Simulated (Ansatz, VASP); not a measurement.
**Two plane-wave programs on KBr**

The input INCAR:

```
ALGO = Normal ; EDIFF = 1E-6
ENCUT = 500 ; GGA = LIBXC
GGA_COMPAT = False ; ISIF = 2
ISMEAR = 1 ; LASPH = True
LCHARG = True ; LELF = True
LIBXC1 = GGA_X_B88 ; LIBXC2 = GGA_C_PBE
LREAL = False ; LVHAR = True
LWAVE = False ; NBANDS = 15
NELM = 120 ; PREC = Accurate
SIGMA = 0.05
```

File KPOINTS:

```
k-points
0
Gamma
  7 7 7
```

File POSCAR:

```
KBr
1.0
    3.9888504225      0.0000000000      0.0000000000
    0.0000000000      3.9888504225      0.0000000000
    0.0000000000      0.0000000000      3.9888504225
Br K
1 1
Direct
    0.5000000000      0.5000000000      0.5000000000
    0.0000000000      0.0000000000      0.0000000000
```

Contents of input.yaml:

```yaml
crystal:
  lattice:
    - [3.9888504225, 0.0, 0.0]
    - [0.0, 3.9888504225, 0.0]
    - [0.0, 0.0, 3.9888504225]
  atoms:
    - { symbol: Br, position: [0.5, 0.5, 0.5] }
    - { symbol: K, position: [0.0, 0.0, 0.0] }
hamiltonian:
  xc: { exchange: b88, correlation: pbe }
  pseudopotentials: { kind: nc, accuracy: standard, xc_functional: lda }
kpoints:
  mp_grid: { grid: [7, 7, 7] }
scf:
  occupations: { method: cold, width: 0.05 }
output:
  forces: true
  stress: true
  eigenvalues: true
```

Alike in both runs: task single point; functional b88 exchange, pbe correlation; k mesh 7 × 7 × 7; no spin polarisation.

```csv
,VASP,Ansatz
version,VASP 6.6.1,Ansatz 0.2.0
potentials or method,"VASP PAW PBE potentials, release 64 (Br, K_sv)",PseudoDojo standard (LDA files)
plane-wave cutoff (eV),500,980
occupations,"methfessel-paxton of order 1, width 0.05 eV","cold, width 0.05 eV"
valence electrons in the cell,16,16
```

```csv
,VASP,Ansatz,Ansatz less VASP
gap on the k mesh at the Fermi level (eV),4.14,4.15,+0.008
least direct gap on the mesh (eV),4.38,4.39,+0.005
pressure (GPa),1.0,0.9,-0.16
```

VASP's potentials were made for PBE, not for b88 exchange, pbe correlation.

Noted on Ansatz's run: the potentials were made for another functional, which shifts forces and pressure; odd divisions of the mesh miss points on the zone boundary, where band edges often lie, so the gap on the mesh can be too wide.
